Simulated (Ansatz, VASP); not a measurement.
**Te: VASP beside Ansatz**

Contents of INCAR:

```
SYSTEM = Te
PREC = Accurate ; ENCUT = 600
EDIFF = 1E-6 ; ISMEAR = 0
SIGMA = 0.1 ; LREAL = .FALSE.
LASPH = .TRUE. ; NELM = 60
ALGO = Normal ; ISIF = 3
LWAVE = .FALSE. ; LCHARG = .FALSE.
GGA = PE ; IBRION = 2
NSW = 100 ; EDIFFG = -0.01
```

KPOINTS

```
Automatic mesh
0
G
  18 18 18
  0 0 0
```

File POSCAR:

```
Te
1.0
    3.3667025255      0.0000000000      0.0000000000
   -1.6833512628      2.9156499141      0.0000000000
    0.0000000000      0.0000000000      3.1347923504
Te
1
Direct
    0.0000000000      0.0000000000      0.0000000000
```

Input for Ansatz:

```yaml
crystal:
  lattice:
    - [3.3667025255, 0.0, 0.0]
    - [-1.6833512628, 2.9156499141, 0.0]
    - [0.0, 0.0, 3.1347923504]
  atoms:
    - { symbol: Te, position: [0.0, 0.0, 0.0] }
basis:
  ecutwfc: 420
kpoints:
  mp_grid: { grid: [18, 18, 18] }
hamiltonian:
  xc: pbe
scf:
  occupations: { method: gaussian, width: 0.1 }
output:
  forces: true
  stress: true
  eigenvalues: true
relax:
  adjacent_minimum: "off"
  f_tol: 0.01
  max_steps: 80
  cell: { stress_tol: 0.05 }
```

Alike in both runs: task relaxation of cell and atoms; functional PBE; k mesh 18 × 18 × 18; occupations gaussian, width 0.1 eV; no spin polarisation.

|  | VASP | Ansatz |
| --- | --- | --- |
| version | VASP 6.6.1 | Ansatz 0.2.0 |
| potentials or method | VASP PAW PBE potentials, release 64 (Te), cutoff 600 eV | scalar-relativistic, plane waves, PAW |
| valence electrons in the cell | 6 | 16 |

VASP gave:

- gap on the k mesh at the Fermi level, each at its own relaxed structure (eV): none
- relaxed volume (Å³/atom): 31.10
- relaxed length of the cell vector where the two differ most in proportion (Å): 3.106

What did Ansatz give for the same quantities?

gap on the k mesh at the Fermi level, each at its own relaxed structure (eV): none; relaxed volume (Å³/atom): 31.13; relaxed length of the cell vector where the two differ most in proportion (Å): 3.108.

A gap of «none» marks a metal or a gap that the smearing closes. VASP's potentials hold 6 valence electrons a cell and Ansatz's 16, so a difference there can come from the potentials and not from the codes.

Neither program's run includes spin-orbit coupling.
